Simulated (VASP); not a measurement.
Here is a VASP 6.6.1 calculation.

The input INCAR:

```
SYSTEM = Ni
ALGO = Normal
DIPOL = 0.5 0.5 0.500
EDIFF = 1E-7
ENCUT = 520
GGA = PE
IDIPOL = 3
ISIF = 2
ISMEAR = -1
ISPIN = 2
LASPH = .True.
LCHARG = .False.
LDIPOL = .True.
LMAXMIX = 4
LORBIT = 11
LREAL = .False.
LWAVE = .False.
MAGMOM = 1 1 1 1 1
NBANDS = 37
NELM = 150
PREC = Accurate
SIGMA = 0.05
```

KPOINTS

```
k-points
0
Gamma
  19 19 1
  0 0 0
```

The input POSCAR:

```
Ni
1.0
    2.4880369585      0.0000000000      0.0000000000
   -1.2440184792      2.1547032116      0.0000000000
    0.0000000000      0.0000000000     24.1259000000
Ni
5
Direct
    0.8333333333      0.1666666667      0.3327548855
    0.1666666667      0.8333333333      0.4158399345
    0.5000000000      0.5000000000      0.5000001329
    0.8333333333      0.1666666667      0.5841601053
    0.1666666667      0.8333333333      0.6672449418
```

Potentials or basis: VASP PAW PBE potentials, release 64 (Ni).

Command:

```bash
$ cat potpaw_PBE.64/Ni/POTCAR > POTCAR
$ mpirun -np 1 vasp_std > vasp.out
```

Problem. Predict the largest force.

Solution. 0.006 eV/Å.

Problem. What does it give for the site moments?

Solution. Ni +0.68, +0.65 (each value once) μB.

Problem. What does it give for the net moment?

Solution. 3.29 μB per cell.

Forces in eV/Å, atoms in the order of the input:
```
Ni   0.000  0.000 -0.002
Ni   0.000  0.000  0.006
Ni   0.000  0.000  0.000
Ni   0.000  0.000 -0.006
Ni   0.000  0.000  0.002
```
